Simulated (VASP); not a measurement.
# Be: single point with PBEsol

Be:

```xyz
1
Lattice="0.0000 1.5736 1.5736 1.5736 0.0000 1.5736 1.5736 1.5736 0.0000" Properties=species:S:1:pos:R:3 pbc="T T T"
Be    0.0000    0.0000    0.0000
```

This isn't the form of Be at room conditions, which is hcp.

```
Program                : VASP 6.6.1
Task                   : single point
Functional             : PBEsol
Potentials or basis    : VASP PAW PBE potentials, release 64 (Be)
Cutoff                 : 600 eV
k mesh                 : 23 × 23 × 23
Occupations            : fermi-dirac, width 0.05 eV
Spin                   : no spin polarisation
Dipole correction      : no
Further INCAR settings : ALGO = Normal; EDIFF = 1e-06; NBANDS = 7
```

```
Pressure               : 0.4 GPa
Band gap on the k mesh : zero (bands 1 and 2 overlap by 0.66 eV)
```

Levels at points of the mesh, in eV from the Fermi level:
| k point | band 1 | band 2 | band 3 | band 4 |
| --- | --- | --- | --- | --- |
| (0.00, 0.00, 0.00) | -11.96 | 19.57 | 19.57 | 19.57 |

Run time: 9.7 s on 1 thread of Intel(R) Xeon(R) Platinum 8488C (Sapphire Rapids) (shared host), peak memory 0.13 GiB.

Caveat: the PAW data sets were made with another functional, which shifts forces and pressure a little.
